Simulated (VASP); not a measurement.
# Ti (Fm-3m) in VASP: single point with PBE

Aim: the single point of Ti with PBE.

Program: VASP 6.6.1. These are calculated values, not measurements. Logs are shortened: lines on timing, memory, paths and dates and some standing lists are left out, and cuts for length are marked.

## 1. The cell of the first run

Symmetry: Fm-3m, No. 225, cubic system. Conventional cell: a = 4.326 Å, b = 4.326 Å, c = 4.326 Å, α = 90.00°, β = 90.00°, γ = 90.00°. Within 4.0 Å of Ti (site symmetry m-3m) lie 12 Ti at 3.06 Å.

## 2. Single point, PBE, collinear spin, zero start

Contents of INCAR:

```
SYSTEM = Ti
ALGO = Normal ; EDIFF = 1E-6
ENCUT = 500 ; GGA = PE
GGA_COMPAT = .False. ; ISIF = 2
ISMEAR = -1 ; ISPIN = 2
LASPH = .True. ; LCHARG = .False.
LMAXMIX = 4 ; LORBIT = 11
LREAL = .False. ; LWAVE = .False.
MAGMOM = 0 ; NBANDS = 16
NELM = 200 ; PREC = Accurate
SIGMA = 0.1
```

Contents of KPOINTS:

```
k-points
0
Gamma
  8 8 8
  0 0 0
```

Contents of POSCAR:

```
Ti
1.0
    0.0000000000      2.1630000000      2.1630000000
    2.1630000000      0.0000000000      2.1630000000
    2.1630000000      2.1630000000      0.0000000000
Ti
1
Direct
    0.0000000000      0.0000000000      0.0000000000
```

Potentials or basis: VASP PAW PBE potentials, release 64 (Ti_sv).

Launch:

```bash
cat potpaw_PBE.64/Ti_sv/POTCAR > POTCAR
mpirun -np 1 vasp_std > vasp.out
```

OUTCAR:

```text
SYSTEM = Ti
   EDIFF = 1E-6
   ENCUT = 500
   GGA = PE
   ISIF = 2
   ISMEAR = -1
   ISPIN = 2
   LASPH = .True.
   LORBIT = 11
   LREAL = .False.
   NELM = 200
   PREC = Accurate

 ion  position               nearest neighbor table
   1  0.000  0.000  0.000-

  LATTYP: Found a face centered cubic cell.
 ALAT       =     4.3260000000

  Lattice vectors:

 A1 = (   0.0000000000,   2.1630000000,   2.1630000000)
 A2 = (   2.1630000000,   0.0000000000,   2.1630000000)
 A3 = (   2.1630000000,   2.1630000000,   0.0000000000)

Analysis of symmetry for initial positions (statically):
=====================================================================
 Subroutine PRICEL returns:
 Original cell was already a primitive cell.

 Routine SETGRP: Setting up the symmetry group for a
 face centered cubic supercell.

 Subroutine GETGRP returns: Found 48 space group operations
 (whereof 48 operations were pure point group operations)
 out of a pool of 48 trial point group operations.

The static configuration has the point symmetry O_h .

Analysis of symmetry for dynamics (positions and initial velocities):
=====================================================================
 Subroutine PRICEL returns:
 Original cell was already a primitive cell.

 Routine SETGRP: Setting up the symmetry group for a
 face centered cubic supercell.

 Subroutine GETGRP returns: Found 48 space group operations
 (whereof 48 operations were pure point group operations)
 out of a pool of 48 trial point group operations.

The dynamic configuration has the point symmetry O_h .

Analysis of structural, dynamic, and magnetic symmetry:
=====================================================================
 Subroutine PRICEL returns:
 Original cell was already a primitive cell.

 Routine SETGRP: Setting up the symmetry group for a
 face centered cubic supercell.

 Subroutine GETGRP returns: Found 48 space group operations
 (whereof 48 operations were pure point group operations)
 out of a pool of 48 trial point group operations.

The overall configuration has the point symmetry O_h .

 Subroutine INISYM returns: Found 48 space group operations
 (whereof 48 operations are pure point group operations),
 and found     1 'primitive' translations

----------------------------------------------------------------------------------------

[... 104 lines left out ...]
   EFERMI =   0.00;   METHOD = LEGACY
   ISMEAR =    -1;   SIGMA  =   0.10  broadening in eV -4-tet -1-fermi 0-gaus
   EFERMI_NEDOS =   21; number of points for ismear=-14 and -15
   IALGO  =     38    algorithm
   IMIX   =      4    mixing-type and parameters
     AMIX     =   0.40;   BMIX     =  1.00
     AMIX_MAG =   1.60;   BMIX_MAG =  1.00
  volume/ion in A,a.u.               =      20.24       136.58
  Fermi-wavevector in a.u.,A,eV,Ry     =   1.375315  2.598968 25.735288  1.891490
  Thomas-Fermi vector in A             =   2.500662
   LORBIT       =     11    0 simple, 1 ext, 2 COOP (PROOUT), +10 PAW based schemes
   GGA     = PE    functional components
   LHFCALC =     F    Hartree Fock is set to
   AEXX    =    0.0000 exact exchange contribution
   IVDW    =     0    specifies the selected vdW correction
   LEPSILON=     F    determine dielectric tensor
   LRPA    =     F    only Hartree local field effects (RPA)
 spin polarized calculation
  energy-cutoff  :      500.00
  volume of cell :       20.24
 maximum number of plane-waves:       531
 NGX is ok and might be reduce to    24
   NGX = 11   NGY = 11   NGZ = 11

 number of electron      12.0000000 magnetization       0.0000061

 number of electron      12.0000000 magnetization      -0.0000012

 Free energy of the ion-electron system (eV)
  ---------------------------------------------------
  ext. energy  EPLUGINS =         0.00000000
  ---------------------------------------------------
  free energy    TOTEN  =        -7.68226233 eV

  energy without entropy =       -7.61352367  energy(sigma->0) =       -7.64789300

 E-fermi :   6.7021     XC(G=0): -10.7987

 val. band max:        6.6887711829   @ k =   0.2500   0.1250   0.0000
 cond. band min:       6.7030541008   @ k =   0.3750   0.0000   0.0000
 fundamental gap:      0.0142829179
 Fermi energy:         6.7020744035

 spin component 1

 k-point     1 :       0.0000    0.0000    0.0000
  band No.  band energies     occupation
      1     -50.2953      1.00000
      2     -26.2910      1.00000
      3     -26.2910      1.00000
      4     -26.2910      1.00000
      5       0.9929      1.00000
      6       7.4580      0.00052
[... 435 lines left out ...]
      5       5.3089      1.00000
      6       6.0460      0.99859
[... 8 lines left out ...]
     15      27.3757      0.00000
     16      31.1040      0.00000

 [... further k-points ...]

 spin component 2

 k-point     1 :       0.0000    0.0000    0.0000
  band No.  band energies     occupation
      1     -50.2952      1.00000
      2     -26.2910      1.00000
      3     -26.2910      1.00000
      4     -26.2910      1.00000
      5       0.9930      1.00000
      6       7.4580      0.00052
[... 435 lines left out ...]
      5       5.3089      1.00000
      6       6.0460      0.99859
[... 8 lines left out ...]
     15      27.3757      0.00000
     16      31.1040      0.00000

 [... further k-points ...]

------------------------ aborting loop because EDIFF is reached ----------------------------------------

  FORCE on cell =-STRESS in cart. coord.  units (eV):
  Direction    XX          YY          ZZ          XY          YZ          ZX
  --------------------------------------------------------------------------------------
  -------------------------------------------------------------------------------------
  Total       -1.5535276     -1.5535276     -1.5535276      0.0000000      0.0000000      0.0000000
  in kB     -122.9787317   -122.9787317   -122.9787317      0.0000000      0.0000000      0.0000000
  external PRESSURE =    -122.9787317 kB  Pullay stress =       0.0000000 kB

 VOLUME and BASIS-vectors are now :
 -----------------------------------------------------------------------------
  energy-cutoff  :      500.00
  volume of cell :       20.24
      direct lattice vectors                 reciprocal lattice vectors
     0.000000000  2.163000000  2.163000000    -0.231160425  0.231160425  0.231160425
     2.163000000  0.000000000  2.163000000     0.231160425 -0.231160425  0.231160425
     2.163000000  2.163000000  0.000000000     0.231160425  0.231160425 -0.231160425

 POSITION                                       TOTAL-FORCE (eV/Angst)
 -----------------------------------------------------------------------------------
      0.00000      0.00000      0.00000         0.000000      0.000000      0.000000
 -----------------------------------------------------------------------------------
    total drift:                               -0.000000      0.000000      0.000000

  FREE ENERGIE OF THE ION-ELECTRON SYSTEM (eV)
  ---------------------------------------------------
  free  energy   TOTEN  =        -7.6822623297 eV

  energy  without entropy=       -7.6135236740  energy(sigma->0) =       -7.64789300

 total charge

# of ion       s       p       d       tot
------------------------------------------
    1        2.219   6.092   1.790  10.101

 magnetization (x)

# of ion       s       p       d       tot
------------------------------------------
    1        0.000  -0.000  -0.000   0.000
```

stdout:

```text
POSCAR found type information on POSCAR Ti
 POSCAR found :  1 types and       1 ions
 scaLAPACK will be used
 LDA part: xc-table for (Slater+PW92), standard interpolation
 POSCAR, INCAR and KPOINTS ok, starting setup
 FFT: planning ... GRIDC
 FFT: planning ... GRID_SOFT
 FFT: planning ... GRID
 WAVECAR not read
 entering main loop
```

It took 18 s on 1 thread of Intel Xeon 6975P-C (Granite Rapids), shared host; peak memory 0.14 GiB.

Results:

* Free energy: -7.6823 eV
* Pressure: -12.3 GPa
* Band gap on the k mesh: zero (filled and empty bands overlap)
* Net moment: 0.00 μB per cell
* Valence electrons inside the program's atomic spheres: Ti 10.10
